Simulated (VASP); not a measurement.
# BaTiO3 (Pm-3m) in VASP: notebook

Runs on BaTiO3. Level: PBE. Tasks: single point.

Program: VASP 6.6.1. These are calculated values, not measurements. Logs are shortened: lines on timing, memory, paths and dates and some standing lists are left out, and cuts for length are marked.

### 1 The cell of the first run

Symmetry: Pm-3m, No. 221, cubic system. The conventional cell has a = 4.046 Å, b = 4.046 Å, c = 4.046 Å, α = 90.00°, β = 90.00°, γ = 90.00°. Within 3.8 Å of Ba (site symmetry m-3m) lie 12 O at 2.86 Å and 8 Ti at 3.50 Å. Ti (site symmetry m-3m) has 6 O at 2.02 Å within 2.7 Å. O (site symmetry 4/mmm) has 2 Ti at 2.02 Å within 2.7 Å.

### 2 Single point, PBE (volume scaled by 1.020)

INCAR

```
PREC     = Accurate       # precision mode
ENCUT    = 520            # plane-wave cutoff, eV
EDIFF    = 1E-6           # SCF threshold, eV
ISMEAR   = 0              # smearing method
SIGMA    = 0.05           # smearing width, eV
LREAL    = False          # projectors in reciprocal space
LASPH    = True           # aspherical terms in the spheres
NELM     = 100            # most SCF steps
ALGO     = Normal         # electronic algorithm
ISIF     = 2              # what is computed and relaxed
LWAVE    = False          # write WAVECAR
LCHARG   = True           # write CHGCAR
GGA      = PE             # functional
LELF     = True           # ELF
LVHAR    = True         
NBANDS   = 28             # bands
```

KPOINTS

```
Automatic mesh
0
Gamma
  8 8 8
```

POSCAR

```
BaTiO3
1.0
    4.0458828112      0.0000000000      0.0000000000
    0.0000000000      4.0458828112      0.0000000000
    0.0000000000      0.0000000000      4.0458828112
Ba Ti O
1 1 3
Direct
    0.5000000000      0.5000000000      0.5000000000
    0.0000000000      0.0000000000      0.0000000000
    0.5000000000      0.0000000000      0.0000000000
    0.0000000000      0.5000000000      0.0000000000
    0.0000000000      0.0000000000      0.5000000000
```

Potentials or basis: VASP PAW PBE potentials, release 64 (Ba_sv, Ti_sv, O).

Launch:

```bash
$ cat potpaw_PBE.64/Ba_sv/POTCAR potpaw_PBE.64/Ti_sv/POTCAR potpaw_PBE.64/O/POTCAR > POTCAR
$ mpirun -np 1 vasp_std > vasp.out
```

OUTCAR:

```text
PREC = Accurate
   ENCUT = 520
   EDIFF = 1E-6
   ISMEAR = 0
   LREAL = False
   LASPH = True
   NELM = 100
   ISIF = 2
   GGA = PE

 ion  position               nearest neighbor table
   1  0.500  0.500  0.500-   3 2.86   4 2.86   5 2.86   3 2.86   4 2.86   3 2.86   5 2.86   3 2.86
                             4 2.86   5 2.86   4 2.86   5 2.86   2 3.50   2 3.50   2 3.50   2 3.50
   2  0.000  0.000  0.000-   3 2.02   4 2.02   5 2.02   5 2.02   4 2.02   3 2.02   1 3.50   1 3.50
                             1 3.50   1 3.50   1 3.50   1 3.50   1 3.50   1 3.50
   3  0.500  0.000  0.000-   2 2.02   2 2.02   1 2.86   1 2.86   1 2.86   1 2.86
   4  0.000  0.500  0.000-   2 2.02   2 2.02   1 2.86   1 2.86   1 2.86   1 2.86
   5  0.000  0.000  0.500-   2 2.02   2 2.02   1 2.86   1 2.86   1 2.86   1 2.86

  LATTYP: Found a simple cubic cell.
 ALAT       =     4.0458828112

  Lattice vectors:

 A1 = (   4.0458828112,   0.0000000000,   0.0000000000)
 A2 = (   0.0000000000,   4.0458828112,   0.0000000000)
 A3 = (   0.0000000000,   0.0000000000,   4.0458828112)

Analysis of symmetry for initial positions (statically):
=====================================================================
 Subroutine PRICEL returns:
 Original cell was already a primitive cell.

 Routine SETGRP: Setting up the symmetry group for a
 simple cubic supercell.

 Subroutine GETGRP returns: Found 48 space group operations
[... 9 lines left out ...]

 Routine SETGRP: Setting up the symmetry group for a
 simple cubic supercell.

 Subroutine GETGRP returns: Found 48 space group operations
[... 11 lines left out ...]
                                     Primitive cell

  volume of cell :      66.2277

  direct lattice vectors                    reciprocal lattice vectors
     4.045882811  0.000000000  0.000000000     0.247164846  0.000000000  0.000000000
     0.000000000  4.045882811  0.000000000     0.000000000  0.247164846  0.000000000
     0.000000000  0.000000000  4.045882811     0.000000000  0.000000000  0.247164846

  length of vectors
     4.045882811  4.045882811  4.045882811     0.247164846  0.247164846  0.247164846

  position of ions in fractional coordinates (direct lattice)
     0.500000000  0.500000000  0.500000000
     0.000000000  0.000000000  0.000000000
     0.500000000  0.000000000  0.000000000
     0.000000000  0.500000000  0.000000000
     0.000000000  0.000000000  0.500000000

  ion indices of the primitive-cell ions
   primitive index   ion index
                 1           1
                 2           2
                 3           3
                 4           4
                 5           5

----------------------------------------------------------------------------------------

 KPOINTS: Automatic mesh

Automatic generation of k-mesh.
 Grid dimensions read from file:
 generate k-points for:    8    8    8

 Generating k-lattice:

  Cartesian coordinates                     Fractional coordinates (reciprocal lattice)
     0.030895606  0.000000000  0.000000000     0.125000000  0.000000000  0.000000000
     0.000000000  0.030895606  0.000000000     0.000000000  0.125000000  0.000000000
     0.000000000  0.000000000  0.030895606     0.000000000  0.000000000  0.125000000

  Length of vectors
     0.030895606  0.030895606  0.030895606

  Shift w.r.t. Gamma in fractional coordinates (k-lattice)
     0.000000000  0.000000000  0.000000000

 Subroutine IBZKPT returns following result:
 ===========================================

 Found     35 irreducible k-points:

 Following reciprocal coordinates:
            Coordinates               Weight
  0.000000  0.000000  0.000000      1.000000
  0.125000  0.000000  0.000000      6.000000
  0.250000  0.000000  0.000000      6.000000
  0.375000  0.000000  0.000000      6.000000
  0.500000  0.000000  0.000000      3.000000
  0.125000  0.125000  0.000000     12.000000
[... 16 lines left out ...]
  0.375000  0.375000  0.125000     24.000000
  0.500000  0.375000  0.125000     24.000000
 [... further k-points ...]
   k-points           NKPTS =     35   k-points in BZ     NKDIM =     35   number of bands    NBANDS=     28
   number of dos      NEDOS =    301   number of ions     NIONS =      5
   total plane-waves  NPLWV =  27000
   dimension x,y,z NGX =    30 NGY =   30 NGZ =   30
   dimension x,y,z NGXF=    60 NGYF=   60 NGZF=   60
   ions per type =               1   1   3
   NGX,Y,Z   is equivalent  to a cutoff of  12.33, 12.33, 12.33 a.u.
   NGXF,Y,Z  is equivalent  to a cutoff of  24.65, 24.65, 24.65 a.u.
 SYSTEM =  unknown system
   PREC   = accura    normal or accurate (medium, high low for compatibility)
   ISTART =      0    job   : 0-new  1-cont  2-samecut
   ICHARG =      2    charge: 1-file 2-atom 10-const
   ISPIN  =      1    spin polarized calculation?
   LNONCOLLINEAR =      F non collinear calculations
   LSORBIT =      F    spin-orbit coupling
   LASPH  =      T    aspherical Exc in radial PAW
   ENCUT  =  520.0 eV  38.22 Ry    6.18 a.u.   7.52  7.52  7.52*2*pi/ulx,y,z
   NELM   =    100;   NELMIN=  2; NELMDL= -5     # of ELM steps
   EDIFF  = 0.1E-05   stopping-criterion for ELM
   LREAL  =      F    real-space projection
   EDIFFG = 0.1E-04   stopping-criterion for IOM
   NSW    =      0    number of steps for IOM
   IBRION =     -1    ionic relax: 0-MD 1-quasi-New 2-CG
   NFREE  =      0    steps in history (QN), initial steepest desc. (CG)
   ISIF   =      2    stress and relaxation
   ISYM   =      2    0-nonsym 1-usesym 2-fastsym
   POTIM  = 0.5000    time-step for ionic-motion
   TEBEG  =    0.0;   TEEND  =   0.0 temperature during run
   PSTRESS=    0.0 pullay stress
   NELECT =      40.0000    total number of electrons
   NUPDOWN=      -1.0000    fix difference up-down
   EMIN   =  10.00;   EMAX   =-10.00  energy-range for DOS
   EFERMI =   0.00;   METHOD = LEGACY
   ISMEAR =     0;   SIGMA  =   0.05  broadening in eV -4-tet -1-fermi 0-gaus
   EFERMI_NEDOS =   21; number of points for ismear=-14 and -15
   IALGO  =     38    algorithm
   IMIX   =      4    mixing-type and parameters
     AMIX     =   0.40;   BMIX     =  1.00
     AMIX_MAG =   1.60;   BMIX_MAG =  1.00
  volume/ion in A,a.u.               =      13.25        89.39
  Fermi-wavevector in a.u.,A,eV,Ry     =   1.383826  2.615052 26.054814  1.914975
  Thomas-Fermi vector in A             =   2.508388
   LORBIT       =      0    0 simple, 1 ext, 2 COOP (PROOUT), +10 PAW based schemes
   GGA     = PE    functional components
   LHFCALC =     F    Hartree Fock is set to
   AEXX    =    0.0000 exact exchange contribution
   IVDW    =     0    specifies the selected vdW correction
   LEPSILON=     F    determine dielectric tensor
   LRPA    =     F    only Hartree local field effects (RPA)
 non-spin polarized calculation
 Gauss-broadening in eV      SIGMA  =   0.05
  energy-cutoff  :      520.00
  volume of cell :       66.23
 maximum number of plane-waves:      1806
   NGX = 15   NGY = 15   NGZ = 15

 number of electron      39.9999978 magnetization

 Free energy of the ion-electron system (eV)
  ---------------------------------------------------
  ext. energy  EPLUGINS =         0.00000000
  ---------------------------------------------------
  free energy    TOTEN  =       -39.98373892 eV

  energy without entropy =      -39.98373892  energy(sigma->0) =      -39.98373892

 E-fermi :   3.9058     XC(G=0): -11.0904

 val. band max:        3.5878777768   @ k =   0.5000   0.5000   0.5000
 cond. band min:       5.2675274754   @ k =   0.0000   0.0000   0.0000
 fundamental gap:      1.6796496987
 Fermi energy:         3.9057514800

 k-point     1 :       0.0000    0.0000    0.0000
  band No.  band energies     occupation
      1     -53.1847      2.00000
      2     -29.3789      2.00000
      3     -29.3789      2.00000
      4     -29.3789      2.00000
      5     -21.3046      2.00000
      6     -13.2297      2.00000
[... 20 lines left out ...]
     27       8.6023      0.00000
     28      10.6216      0.00000

 k-point     2 :       0.1250    0.0000    0.0000
  band No.  band energies     occupation
      1     -53.1845      2.00000
      2     -29.3855      2.00000
      3     -29.3787      2.00000
      4     -29.3787      2.00000
      5     -21.2903      2.00000
      6     -13.2322      2.00000
[... 20 lines left out ...]
     27       8.8976      0.00000
     28      10.9906      0.00000

 k-point     3 :       0.2500    0.0000    0.0000
  band No.  band energies     occupation
      1     -53.1843      2.00000
      2     -29.4011      2.00000
      3     -29.3781      2.00000
      4     -29.3781      2.00000
      5     -21.2552      2.00000
      6     -13.2779      2.00000
[... 20 lines left out ...]
     27       9.6715      0.00000
     28      11.8036      0.00000

 k-point     4 :       0.3750    0.0000    0.0000
  band No.  band energies     occupation
      1     -53.1839      2.00000
      2     -29.4167      2.00000
      3     -29.3775      2.00000
      4     -29.3775      2.00000
      5     -21.2196      2.00000
      6     -13.3616      2.00000
[... 20 lines left out ...]
     27      10.5761      0.00000
     28      11.6967      0.00000

 k-point     5 :       0.5000    0.0000    0.0000
  band No.  band energies     occupation
      1     -53.1838      2.00000
      2     -29.4231      2.00000
      3     -29.3773      2.00000
      4     -29.3773      2.00000
      5     -21.2047      2.00000
      6     -13.4029      2.00000
[... 20 lines left out ...]
     27      11.0074      0.00000
     28      11.6517      0.00000

 k-point     6 :       0.1250    0.1250    0.0000
  band No.  band energies     occupation
      1     -53.1844      2.00000
      2     -29.3853      2.00000
      3     -29.3850      2.00000
      4     -29.3785      2.00000
      5     -21.2766      2.00000
      6     -13.2232      2.00000
[... 463 lines left out ...]
      5     -21.1748      2.00000
      6     -13.0913      2.00000
[... 20 lines left out ...]
     27      11.5080      0.00000
     28      11.9303      0.00000

 k-point    22 :       0.5000    0.2500    0.1250
  band No.  band energies     occupation
      1     -53.1833      2.00000
      2     -29.4214      2.00000
      3     -29.3987      2.00000
      4     -29.3828      2.00000
      5     -21.1629      2.00000
      6     -13.0927      2.00000
[... 20 lines left out ...]
     27      11.7555      0.00000
     28      11.8957      0.00000

 k-point    23 :       0.3750    0.3750    0.1250
  band No.  band energies     occupation
      1     -53.1831      2.00000
      2     -29.4144      2.00000
      3     -29.4141      2.00000
      4     -29.3825      2.00000
      5     -21.1501      2.00000
      6     -12.9446      2.00000
[... 20 lines left out ...]
     27      11.6531      0.00000
     28      12.2762      0.00000

 k-point    24 :       0.5000    0.3750    0.1250
  band No.  band energies     occupation
      1     -53.1830      2.00000
      2     -29.4205      2.00000
      3     -29.4139      2.00000
      4     -29.3822      2.00000
      5     -21.1397      2.00000
      6     -12.8899      2.00000
[... 20 lines left out ...]
     27      11.6139      0.00000
     28      12.3804      0.00000

 [... further k-points ...]
[... 5 lines left out ...]
  --------------------------------------------------------------------------------------
  -------------------------------------------------------------------------------------
  Total       -0.6208539     -0.6208539     -0.6208539      0.0000000     -0.0000000      0.0000000
  in kB      -15.0196607    -15.0196607    -15.0196607      0.0000000     -0.0000000      0.0000000
  external PRESSURE =     -15.0196607 kB  Pullay stress =       0.0000000 kB

 VOLUME and BASIS-vectors are now :
 -----------------------------------------------------------------------------
  energy-cutoff  :      520.00
  volume of cell :       66.23
      direct lattice vectors                 reciprocal lattice vectors
     4.045882811  0.000000000  0.000000000     0.247164846  0.000000000  0.000000000
     0.000000000  4.045882811  0.000000000     0.000000000  0.247164846  0.000000000
     0.000000000  0.000000000  4.045882811     0.000000000  0.000000000  0.247164846

 POSITION                                       TOTAL-FORCE (eV/Angst)
 -----------------------------------------------------------------------------------
      2.02294      2.02294      2.02294         0.000000      0.000000      0.000000
      0.00000      0.00000      0.00000         0.000000      0.000000      0.000000
      2.02294      0.00000      0.00000         0.000000      0.000000      0.000000
      0.00000      2.02294      0.00000         0.000000      0.000000      0.000000
      0.00000      0.00000      2.02294         0.000000      0.000000      0.000000
 -----------------------------------------------------------------------------------
    total drift:                                0.000000     -0.000000      0.000000

  FREE ENERGIE OF THE ION-ELECTRON SYSTEM (eV)
  ---------------------------------------------------
  free  energy   TOTEN  =       -39.9837389204 eV

  energy  without entropy=      -39.9837389204  energy(sigma->0) =      -39.98373892
```

It used 56 s of CPU time on 1 thread of Intel Xeon 6975P-C, on a shared host.

Results:

```
Free energy            : -39.9837 eV
Pressure               : -1.5 GPa
Band gap on the k mesh : 1.68 eV, indirect (least direct gap 1.85 eV)
```

Levels at points of the mesh, in eV from the valence-band top:
| k point | band 16 | band 17 | band 18 | band 19 | band 20 | band 21 | band 22 | band 23 | band 24 | band 25 |
| --- | --- | --- | --- | --- | --- | --- | --- | --- | --- | --- |
| (0.00, 0.00, 0.00) | -1.04 | -1.04 | -0.17 | -0.17 | -0.17 | 1.68 | 1.68 | 1.68 | 3.68 | 3.68 |
| (0.50, 0.00, 0.00) | -1.83 | -1.79 | -1.79 | -0.71 | -0.71 | 1.82 | 3.32 | 3.32 | 3.69 | 5.62 |
| (0.50, 0.50, 0.00) | -2.58 | -1.73 | -0.89 | -0.89 | -0.09 | 3.33 | 3.33 | 3.73 | 4.49 | 7.32 |
| (0.50, 0.50, 0.50) | -2.41 | -2.41 | 0.00 | 0.00 | 0.00 | 3.96 | 3.96 | 3.96 | 6.58 | 6.58 |

Caveat: spin-orbit coupling is left out, which moves the levels of the heavy elements.

### 3 Single point, PBE (volume scaled by 1.040)

INCAR

```
ALGO     = Normal         # electronic algorithm
EDIFF    = 1E-6           # SCF threshold, eV
ENCUT    = 520            # plane-wave cutoff, eV
GGA      = PE             # functional
ISIF     = 2              # what is computed and relaxed
ISMEAR   = 0              # smearing method
LASPH    = T              # aspherical terms in the spheres
LCHARG   = T              # write CHGCAR
LELF     = T              # ELF
LREAL    = F              # projectors in reciprocal space
LVHAR    = T            
LWAVE    = F              # write WAVECAR
NBANDS   = 28             # bands
NELM     = 100            # most SCF steps
PREC     = Accurate       # precision mode
SIGMA    = 0.05           # smearing width, eV
```

KPOINTS

```
k-points
0
Gamma
  8 8 8
```

POSCAR: that of step 2 with these lines changed.

```diff
@@ -2,5 +2,5 @@
 1.0
-    4.0458828112      0.0000000000      0.0000000000
-    0.0000000000      4.0458828112      0.0000000000
-    0.0000000000      0.0000000000      4.0458828112
+    4.0721555137      0.0000000000      0.0000000000
+    0.0000000000      4.0721555137      0.0000000000
+    0.0000000000      0.0000000000      4.0721555137
 Ba Ti O
```

Potentials or basis: VASP PAW PBE potentials, release 64 (Ba_sv, Ti_sv, O).

Launch:

```bash
$ cat potpaw_PBE.64/Ba_sv/POTCAR potpaw_PBE.64/Ti_sv/POTCAR potpaw_PBE.64/O/POTCAR > POTCAR
$ mpirun -np 1 vasp_std > vasp.out
```

Wall time 77 s (1 thread of Intel Xeon 6975P-C, shared host); peak memory 0.21 GiB.

The run converged. Its results:

| Quantity | Value |
| --- | --- |
| Free energy | -39.9611 eV |
| Pressure | -4.4 GPa |
| Band gap on the k mesh | 1.64 eV, indirect (least direct gap 1.83 eV) |

Levels at points of the mesh, in eV from the valence-band top:
```
           k point  band 16  band 17  band 18  band 19  band 20  band 21  band 22  band 23  band 24  band 25
(0.00, 0.00, 0.00)    -1.01    -1.01    -0.19    -0.19    -0.19     1.64     1.64     1.64     3.56     3.56
(0.50, 0.00, 0.00)    -1.77    -1.76    -1.76    -0.71    -0.71     1.78     3.23     3.23     3.57     5.44
(0.50, 0.50, 0.00)    -2.51    -1.73    -0.89    -0.89    -0.08     3.24     3.24     3.63     4.34     7.13
(0.50, 0.50, 0.50)    -2.41    -2.41     0.00     0.00     0.00     3.85     3.85     3.85     6.49     6.49
```

Caveat: spin-orbit coupling is left out, which moves the levels of the heavy elements.
